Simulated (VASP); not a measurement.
The system is Na2ZrO2.

```
CELL_PARAMETERS angstrom
3.58671 0.00000 0.00000
-1.79336 3.10618 0.00000
0.00000 0.00000 6.41028
ATOMIC_POSITIONS crystal
Na 0.33333 0.66667 0.61665
Na 0.66667 0.33333 0.38335
Zr 0.00000 0.00000 0.00000
O 0.66667 0.33333 0.71801
O 0.33333 0.66667 0.28199
```

The cell was generated, and may not be a known phase.

* Program: VASP 6.6.1
* Task: relaxation of cell and atoms
* Functional: PBE
* Potentials or basis: VASP PAW PBE potentials, release 64 (Na_sv, Zr_sv, O)
* Cutoff: 1130 eV
* k mesh: 6 × 6 × 4
* Occupations: gaussian, width 0.1 eV
* Spin: no spin polarisation

At the start: pressure -6.0 GPa; volume 14.28 Å³/atom.

**Question.** How do energy, volume and symmetry change on relaxing?

**Answer.** Over 26 steps the energy falls by 790.9 meV/atom and the volume is 15.70 Å³/atom (+9.9 %); space group P-3m1 (No. 164, to 0.1 Å) before and after.

Step by step:
```tsv
step	energy change (eV)	largest force (eV/Å)	pressure (GPa)	volume (Å³)
1	0.0000	2.7638	-5.95	71.42
2	-0.8628	1.8711	-2.39	66.03
3	-1.2763	1.1175	9.30	59.51
4	-1.8014	1.3306	0.57	64.79
5	-2.4937	1.3992	-8.09	77.35
6	-2.4743	0.8291	-10.00	106.50
7	-2.7785	1.2739	-8.03	84.84
8	-3.0247	1.1530	-6.52	86.07
9	-3.3466	0.7806	0.12	89.53
10	-3.3601	0.8532	-1.54	88.80
11	-3.3619	0.8338	-1.12	88.99
12	-3.4029	0.8031	-0.92	88.24
13	-3.4924	0.7197	-0.27	85.99
14	-3.6193	0.6257	1.06	81.58
15	-3.8661	0.1988	4.00	73.15
16	-3.8531	0.5072	2.53	76.09
17	-3.8802	0.3743	3.25	74.47
18	-3.8354	1.0834	-3.80	78.39
19	-3.9084	0.3530	0.35	75.90
20	-3.9326	0.2390	0.08	76.81
21	-3.9523	0.0322	-0.37	78.61
22	-3.9524	0.0270	-0.38	78.70
23	-3.9527	0.1226	0.82	77.98
24	-3.9541	0.0589	0.25	78.32
25	-3.9541	0.0421	-0.28	78.63
26	-3.9546	0.0174	-0.03	78.48
```

Final structure:
```yaml
crystal:
  lattice:
    - [3.21583, 0.00000, 0.00000]
    - [-1.60792, 2.78499, 0.00000]
    - [0.00000, 0.00000, 8.76279]
  atoms:
    - { symbol: Na, position: [0.33333, 0.66667, 0.67192] }
    - { symbol: Na, position: [0.66667, 0.33333, 0.32808] }
    - { symbol: Zr, position: [0.00000, 0.00000, 0.00000] }
    - { symbol: O, position: [0.66667, 0.33333, 0.85965] }
    - { symbol: O, position: [0.33333, 0.66667, 0.14035] }
```

Caveat: a cell axis changed by over 15 % at a fixed basis, so the end point is rough.
